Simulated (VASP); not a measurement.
# Ir2Rh3 (P-6m2) in VASP: notebook

Runs on Ir2Rh3. Level: PBE. Tasks: single point.

Everything below comes from runs of VASP 6.6.1. Logs are shortened: lines on timing, memory, paths and dates and some standing lists are left out, and cuts for length are marked.

## (1) The cell of the first run

Symmetry: P-6m2, No. 187, hexagonal system. The conventional cell has a = 2.751 Å, b = 2.751 Å, c = 21.851 Å, α = 90.00°, β = 90.00°, γ = 120.00°. Ir (site symmetry 3m) has 3 Rh at 2.70 Å and 9 Ir at 2.71 to 2.75 Å within 3.6 Å. Ir (site symmetry -6m2) has 6 Rh at 2.69 Å and 6 Ir at 2.75 Å within 3.5 Å. Ir (site symmetry -6m2) has 12 Ir at 2.71 to 2.75 Å within 3.6 Å. Rh (site symmetry 3m) has 12 Rh at 2.70 to 2.75 Å within 3.6 Å. Within 3.6 Å of Rh (site symmetry 3m) lie 3 Ir at 2.70 Å and 9 Rh at 2.70 to 2.75 Å. Rh (site symmetry 3m) has 3 Ir at 2.69 Å and 9 Rh at 2.70 to 2.75 Å within 3.5 Å.

## (2) Single point, PBE

Contents of INCAR:

```
  PREC = Accurate
  ENCUT = 500
  EDIFF = 1E-6
  ISMEAR = 0
  SIGMA = 0.1
  LREAL = F
  LASPH = T
  NELM = 300
  ALGO = All
  ISIF = 2
  LWAVE = F
  LCHARG = F
  GGA = PE
  NBANDS = 74
  GGA_COMPAT = F
  ISEARCH = 1
  KPAR = 4
```

Contents of KPOINTS:

```
regular mesh
0
Gamma
  6 6 1
```

Contents of POSCAR:

```
Ir2Rh3
1.0
    2.7512466156     -0.0000000030      0.0000000000
   -1.3756233052      2.3826494626      0.0000000000
    0.0000000000      0.0000000000     21.8514869748
Ir Rh
4 6
Direct
    0.3333333333      0.6666666667      0.8996001056
    0.3333333333      0.6666666667      0.1003998944
    0.3333333333      0.6666666667      0.5000000000
    0.6666666667      0.3333333333      0.0000000000
    0.3333333333      0.6666666667      0.3005563745
    0.3333333333      0.6666666667      0.6994436255
    0.6666666667      0.3333333333      0.7995673391
    0.6666666667      0.3333333333      0.2004326609
    0.6666666667      0.3333333333      0.4006930512
    0.6666666667      0.3333333333      0.5993069488
```

Potentials or basis: VASP PAW PBE potentials, release 64 (Ir, Rh_pv).

The run is started by

```bash
> cat potpaw_PBE.64/Ir/POTCAR potpaw_PBE.64/Rh_pv/POTCAR > POTCAR
> mpirun -np 4 vasp_std > vasp.out
```

OUTCAR:

```text
PREC = Accurate
   ENCUT = 500
   EDIFF = 1E-6
   ISMEAR = 0
   LREAL = F
   LASPH = T
   NELM = 300
   ISIF = 2
   GGA = PE

 ion  position               nearest neighbor table
   1  0.333  0.667  0.900-   7 2.70   7 2.70   7 2.70   4 2.71   4 2.71   4 2.71
   2  0.333  0.667  0.100-   8 2.70   8 2.70   8 2.70   4 2.71   4 2.71   4 2.71
   3  0.333  0.667  0.500-   9 2.69  10 2.69   9 2.69  10 2.69   9 2.69  10 2.69
   4  0.667  0.333  0.000-   1 2.71   2 2.71   1 2.71   2 2.71   1 2.71   2 2.71
   5  0.333  0.667  0.301-   8 2.70   8 2.70   8 2.70   9 2.70   9 2.70   9 2.70
   6  0.333  0.667  0.699-   7 2.70   7 2.70   7 2.70  10 2.70  10 2.70  10 2.70
   7  0.667  0.333  0.800-   1 2.70   1 2.70   1 2.70   6 2.70   6 2.70   6 2.70
   8  0.667  0.333  0.200-   2 2.70   2 2.70   2 2.70   5 2.70   5 2.70   5 2.70
   9  0.667  0.333  0.401-   3 2.69   3 2.69   3 2.69   5 2.70   5 2.70   5 2.70
  10  0.667  0.333  0.599-   3 2.69   3 2.69   3 2.69   6 2.70   6 2.70   6 2.70

  LATTYP: Found a hexagonal cell.
 ALAT       =     2.7512466156
 C/A-ratio  =     7.9423948587

  Lattice vectors:

 A1 = (   2.7512466156,  -0.0000000030,   0.0000000000)
 A2 = (  -1.3756233052,   2.3826494626,   0.0000000000)
 A3 = (   0.0000000000,   0.0000000000,  21.8514869748)

Analysis of symmetry for initial positions (statically):
=====================================================================
 Subroutine PRICEL returns:
 Original cell was already a primitive cell.

 Routine SETGRP: Setting up the symmetry group for a
 hexagonal supercell.

 Subroutine GETGRP returns: Found 12 space group operations
 (whereof 12 operations were pure point group operations)
 out of a pool of 24 trial point group operations.

The static configuration has the point symmetry D_3h.

Analysis of symmetry for dynamics (positions and initial velocities):
=====================================================================
 Subroutine PRICEL returns:
 Original cell was already a primitive cell.

 Routine SETGRP: Setting up the symmetry group for a
 hexagonal supercell.

 Subroutine GETGRP returns: Found 12 space group operations
 (whereof 12 operations were pure point group operations)
 out of a pool of 24 trial point group operations.

The dynamic configuration has the point symmetry D_3h.

 Subroutine INISYM returns: Found 12 space group operations
 (whereof 12 operations are pure point group operations),
 and found     1 'primitive' translations

----------------------------------------------------------------------------------------

                                     Primitive cell

  volume of cell :     143.2421

  direct lattice vectors                    reciprocal lattice vectors
     2.751246616 -0.000000003  0.000000000     0.363471597  0.209850424  0.000000000
    -1.375623305  2.382649463  0.000000000     0.000000000  0.419700848  0.000000000
     0.000000000  0.000000000 21.851486975     0.000000000  0.000000000  0.045763476

  length of vectors
     2.751246616  2.751246616 21.851486975     0.419700848  0.419700848  0.045763476

  position of ions in fractional coordinates (direct lattice)
     0.333333333  0.666666667  0.899600106
     0.333333333  0.666666667  0.100399894
     0.333333333  0.666666667  0.500000000
     0.666666667  0.333333333  0.000000000
     0.333333333  0.666666667  0.300556374
     0.333333333  0.666666667  0.699443626
     0.666666667  0.333333333  0.799567339
     0.666666667  0.333333333  0.200432661
     0.666666667  0.333333333  0.400693051
     0.666666667  0.333333333  0.599306949

  ion indices of the primitive-cell ions
   primitive index   ion index
                 1           1
                 2           2
                 3           3
                 4           4
                 5           5
                 6           6
                 7           7
                 8           8
                 9           9
                10          10

----------------------------------------------------------------------------------------

 KPOINTS: regular mesh

Automatic generation of k-mesh.
 Grid dimensions read from file:
 generate k-points for:    6    6    1

 Generating k-lattice:

  Cartesian coordinates                     Fractional coordinates (reciprocal lattice)
     0.060578599  0.034975071  0.000000000     0.166666667  0.000000000  0.000000000
     0.000000000  0.069950141  0.000000000     0.000000000  0.166666667  0.000000000
     0.000000000  0.000000000  0.045763476     0.000000000  0.000000000  1.000000000

  Length of vectors
     0.069950141  0.069950141  0.045763476

  Shift w.r.t. Gamma in fractional coordinates (k-lattice)
     0.000000000  0.000000000  0.000000000

 Subroutine IBZKPT returns following result:
 ===========================================

 Found      7 irreducible k-points:

 Following reciprocal coordinates:
            Coordinates               Weight
  0.000000  0.000000  0.000000      1.000000
  0.166667 -0.000000  0.000000      6.000000
  0.333333 -0.000000  0.000000      6.000000
  0.500000 -0.000000  0.000000      3.000000
  0.166667  0.166667  0.000000      6.000000
  0.333333  0.166667  0.000000     12.000000
  0.333333  0.333333  0.000000      2.000000
   k-points           NKPTS =      7   k-points in BZ     NKDIM =      7   number of bands    NBANDS=     74
   number of dos      NEDOS =    301   number of ions     NIONS =     10
   total plane-waves  NPLWV =  64000
   dimension x,y,z NGX =    20 NGY =   20 NGZ =  160
   dimension x,y,z NGXF=    40 NGYF=   40 NGZF=  320
   ions per type =               4   6
   NGX,Y,Z   is equivalent  to a cutoff of  12.09, 12.09, 12.17 a.u.
   NGXF,Y,Z  is equivalent  to a cutoff of  24.17, 24.17, 24.35 a.u.
 SYSTEM =  unknown system
   PREC   = accura    normal or accurate (medium, high low for compatibility)
   ISTART =      0    job   : 0-new  1-cont  2-samecut
   ICHARG =      2    charge: 1-file 2-atom 10-const
   ISPIN  =      1    spin polarized calculation?
   LNONCOLLINEAR =      F non collinear calculations
   LSORBIT =      F    spin-orbit coupling
   LASPH  =      T    aspherical Exc in radial PAW
   ENCUT  =  500.0 eV  36.75 Ry    6.06 a.u.   5.02  5.02 39.84*2*pi/ulx,y,z
   NELM   =    300;   NELMIN=  2; NELMDL= -5     # of ELM steps
   EDIFF  = 0.1E-05   stopping-criterion for ELM
   LREAL  =      F    real-space projection
   EDIFFG = 0.1E-04   stopping-criterion for IOM
   NSW    =      0    number of steps for IOM
   IBRION =     -1    ionic relax: 0-MD 1-quasi-New 2-CG
   NFREE  =      0    steps in history (QN), initial steepest desc. (CG)
   ISIF   =      2    stress and relaxation
   ISYM   =      2    0-nonsym 1-usesym 2-fastsym
   POTIM  = 0.5000    time-step for ionic-motion
   TEBEG  =    0.0;   TEEND  =   0.0 temperature during run
   PSTRESS=    0.0 pullay stress
   NELECT =     126.0000    total number of electrons
   NUPDOWN=      -1.0000    fix difference up-down
   EMIN   =  10.00;   EMAX   =-10.00  energy-range for DOS
   EFERMI =   0.00;   METHOD = LEGACY
   ISMEAR =     0;   SIGMA  =   0.10  broadening in eV -4-tet -1-fermi 0-gaus
   EFERMI_NEDOS =   21; number of points for ismear=-14 and -15
   IALGO  =     58    algorithm
   IMIX   =      4    mixing-type and parameters
     AMIX     =   0.40;   BMIX     =  1.00
     AMIX_MAG =   1.60;   BMIX_MAG =  1.00
  volume/ion in A,a.u.               =      14.32        96.66
  Fermi-wavevector in a.u.,A,eV,Ry     =   1.568585  2.964196 33.476586  2.460460
  Thomas-Fermi vector in A             =   2.670595
   LORBIT       =      0    0 simple, 1 ext, 2 COOP (PROOUT), +10 PAW based schemes
   GGA     = PE    functional components
   LHFCALC =     F    Hartree Fock is set to
   AEXX    =    0.0000 exact exchange contribution
   IVDW    =     0    specifies the selected vdW correction
   LEPSILON=     F    determine dielectric tensor
   LRPA    =     F    only Hartree local field effects (RPA)
 non-spin polarized calculation
 Gauss-broadening in eV      SIGMA  =   0.10
  energy-cutoff  :      500.00
  volume of cell :      143.24
 maximum number of plane-waves:      3675
 NGX is ok and might be reduce to    20
   NGX =  9   NGY =  9   NGZ = 79

 number of electron     126.0000028 magnetization

 Free energy of the ion-electron system (eV)
  ---------------------------------------------------
  ext. energy  EPLUGINS =         0.00000000
  ---------------------------------------------------
  free energy    TOTEN  =       -78.36368951 eV

  energy without entropy =      -78.26803092  energy(sigma->0) =      -78.31586022

 E-fermi :  10.7940     XC(G=0): -13.8273

 val. band max:       10.7631913844   @ k =   0.1667   0.1667   0.0000
 cond. band min:      10.7973219064   @ k =   0.1667   0.1667   0.0000
 fundamental gap:      0.0341305221
 Fermi energy:        10.7939759592

 k-point     1 :       0.0000    0.0000    0.0000
  band No.  band energies     occupation
      1     -36.1972      2.00000
      2     -36.1949      2.00000
      3     -36.0362      2.00000
      4     -36.0337      2.00000
      5     -35.6838      2.00000
      6     -35.6829      2.00000
[... 66 lines left out ...]
     73      11.0392      0.00049
     74      11.1083      0.00001

 k-point     2 :       0.1667   -0.0000    0.0000
  band No.  band energies     occupation
      1     -36.1597      2.00000
      2     -36.1582      2.00000
      3     -36.0313      2.00000
      4     -36.0296      2.00000
      5     -35.7830      2.00000
      6     -35.7820      2.00000
[... 66 lines left out ...]
     73      11.3463      0.00000
     74      11.6327      0.00000

 k-point     3 :       0.3333   -0.0000    0.0000
  band No.  band energies     occupation
      1     -36.0929      2.00000
      2     -36.0925      2.00000
      3     -36.0518      2.00000
      4     -36.0509      2.00000
      5     -35.9789      2.00000
      6     -35.9773      2.00000
[... 297 lines left out ...]
     73      13.9108      0.00000
     74      15.1251      0.00000

 k-point     7 :       0.3333    0.3333    0.0000
  band No.  band energies     occupation
      1     -36.0487      2.00000
      2     -36.0477      2.00000
      3     -36.0237      2.00000
      4     -36.0227      2.00000
      5     -35.9746      2.00000
      6     -35.9741      2.00000
[... 66 lines left out ...]
     73      16.8099      0.00000
     74      17.1477      0.00000

------------------------ aborting loop because EDIFF is reached ----------------------------------------

  FORCE on cell =-STRESS in cart. coord.  units (eV):
  Direction    XX          YY          ZZ          XY          YZ          ZX
  --------------------------------------------------------------------------------------
  -------------------------------------------------------------------------------------
  Total        0.1861255      0.1861255      0.2638618      0.0000000      0.0000000     -0.0000000
  in kB        2.0818330      2.0818330      2.9513207      0.0000000      0.0000000     -0.0000000
  external PRESSURE =       2.3716622 kB  Pullay stress =       0.0000000 kB

 VOLUME and BASIS-vectors are now :
 -----------------------------------------------------------------------------
  energy-cutoff  :      500.00
  volume of cell :      143.24
      direct lattice vectors                 reciprocal lattice vectors
     2.751246616 -0.000000003  0.000000000     0.363471597  0.209850424  0.000000000
    -1.375623305  2.382649463  0.000000000     0.000000000  0.419700848  0.000000000
     0.000000000  0.000000000 21.851486975     0.000000000  0.000000000  0.045763476

 POSITION                                       TOTAL-FORCE (eV/Angst)
 -----------------------------------------------------------------------------------
      0.00000      1.58843     19.65760        -0.000000     -0.000000     -0.026167
      0.00000      1.58843      2.19389        -0.000000     -0.000000      0.026167
      0.00000      1.58843     10.92574        -0.000000     -0.000000      0.000000
      1.37562      0.79422      0.00000        -0.000000     -0.000000      0.000000
      0.00000      1.58843      6.56760        -0.000000      0.000000     -0.006200
      0.00000      1.58843     15.28388        -0.000000      0.000000      0.006200
      1.37562      0.79422     17.47174        -0.000000      0.000000     -0.024678
      1.37562      0.79422      4.37975        -0.000000      0.000000      0.024678
      1.37562      0.79422      8.75574         0.000000     -0.000000     -0.035636
      1.37562      0.79422     13.09575         0.000000     -0.000000      0.035636
 -----------------------------------------------------------------------------------
    total drift:                                0.000001     -0.000000      0.000000

  FREE ENERGIE OF THE ION-ELECTRON SYSTEM (eV)
  ---------------------------------------------------
  free  energy   TOTEN  =       -78.3636895131 eV

  energy  without entropy=      -78.2680302104  energy(sigma->0) =      -78.31585986
```

It took 13 min on 4 MPI ranks of Intel Xeon Platinum 8259CL at 2.50GHz (Skylake/Cascade Lake), shared host; peak memory 0.31 GiB.

What came out:

- Free energy: -78.3637 eV
- Pressure: 0.2 GPa
- Largest force: 0.036 eV/Å
- Band gap on the k mesh: zero (bands 63 and 64 overlap by 2.10 eV)

Forces in eV/Å, atoms in the order of the input:
```
Ir   0.000  0.000 -0.026
Ir   0.000  0.000  0.026
Ir   0.000  0.000  0.000
Ir   0.000  0.000  0.000
Rh   0.000  0.000 -0.006
Rh   0.000  0.000  0.006
Rh   0.000  0.000 -0.025
Rh   0.000  0.000  0.025
Rh   0.000  0.000 -0.036
Rh   0.000  0.000  0.036
```

Stress tensor (GPa, compression positive):
```
0.21 0.00 0.00
0.00 0.21 0.00
0.00 0.00 0.30
```

Levels at points of the mesh, in eV from the Fermi level:
```csv
k point,band 62,band 63,band 64,band 65,band 66,band 67,band 68,band 69,band 70,band 71
"(0.00, 0.00, 0.00)",-1.15,-0.77,-0.76,-0.76,-0.75,-0.75,-0.07,-0.07,-0.06,-0.06
"(0.50, 0.00, 0.00)",0.69,0.69,0.86,0.86,1.08,1.13,1.15,1.38,1.40,2.20
```

Caveat: the k points lie up to 0.44 Å⁻¹ apart, too coarse for converged energies and pressures of a metal; spin-orbit coupling is left out, which moves the levels of the heavy elements.

## (3) Single point, PBE

This run uses another cell than the first one, of 13.82 Å³/atom.

Contents of INCAR:

```
PREC = Accurate
ENCUT = 500
EDIFF = 1E-6
ISMEAR = 0
SIGMA = 0.1
LREAL = False
LASPH = True
NELM = 300
ALGO = All
ISIF = 2
LWAVE = False
LCHARG = False
GGA = PE
NBANDS = 74
GGA_COMPAT = False
ISEARCH = 1
KPAR = 4
```

Contents of KPOINTS:

```
Automatic mesh
0
Gamma
  6 6 1
```

Contents of POSCAR:

```
Ir2Rh3
1.0
    2.6671348900      0.0000000000      0.0000000000
   -1.3335674400      2.3098065700      0.0000000000
    0.0000000000      0.0000000000     22.4407341000
Ir Rh
4 6
Direct
    0.3333333300      0.6666666700      0.9000000000
    0.3333333300      0.6666666700      0.1000000000
    0.3333333300      0.6666666700      0.5000000000
    0.6666666700      0.3333333300      0.0000000000
    0.3333333300      0.6666666700      0.3000000000
    0.3333333300      0.6666666700      0.7000000000
    0.6666666700      0.3333333300      0.8000000000
    0.6666666700      0.3333333300      0.2000000000
    0.6666666700      0.3333333300      0.4000000000
    0.6666666700      0.3333333300      0.6000000000
```

Potentials or basis: VASP PAW PBE potentials, release 64 (Ir, Rh_pv).

The run is started by

```bash
> cat potpaw_PBE.64/Ir/POTCAR potpaw_PBE.64/Rh_pv/POTCAR > POTCAR
> mpirun -np 4 vasp_std > vasp.out
```

Run time: 4.3 min. Hardware: 4 MPI ranks of Intel Xeon 6975P-C (Granite Rapids), shared host; peak memory 0.31 GiB.

Results (log left out):

| Property | Result |
| --- | --- |
| Free energy | -77.8537 eV |
| Pressure | 12.2 GPa |
| Largest force | 0.191 eV/Å |
| Band gap on the k mesh | zero (bands 63 and 64 overlap by 2.43 eV) |

Forces on the atoms (eV/Å):
```
Ir   0.000  0.000 -0.191
Ir   0.000  0.000  0.191
Ir   0.000  0.000  0.000
Ir   0.000  0.000  0.000
Rh   0.000  0.000 -0.026
Rh   0.000  0.000  0.026
Rh   0.000  0.000 -0.070
Rh   0.000  0.000  0.070
Rh   0.000  0.000 -0.005
Rh   0.000  0.000  0.005
```

Stress tensor (GPa, compression positive):
```
18.70  0.00  0.00
 0.00 18.70  0.00
 0.00  0.00 -0.91
```

Levels at points of the mesh, in eV from the Fermi level:
| k point | band 62 | band 63 | band 64 | band 65 | band 66 | band 67 | band 68 | band 69 |
| --- | --- | --- | --- | --- | --- | --- | --- | --- |
| (0.00, 0.00, 0.00) | -1.30 | -1.18 | -0.65 | -0.65 | -0.64 | -0.64 | -0.07 | -0.03 |
| (0.50, 0.00, 0.00) | 0.85 | 0.98 | 0.98 | 1.30 | 1.48 | 1.50 | 1.51 | 1.55 |

Caveat: the k points lie up to 0.45 Å⁻¹ apart, too coarse for converged energies and pressures of a metal; spin-orbit coupling is left out, which moves the levels of the heavy elements.

The gap in the log of VASP goes by the Fermi energy; the results here count the filled bands.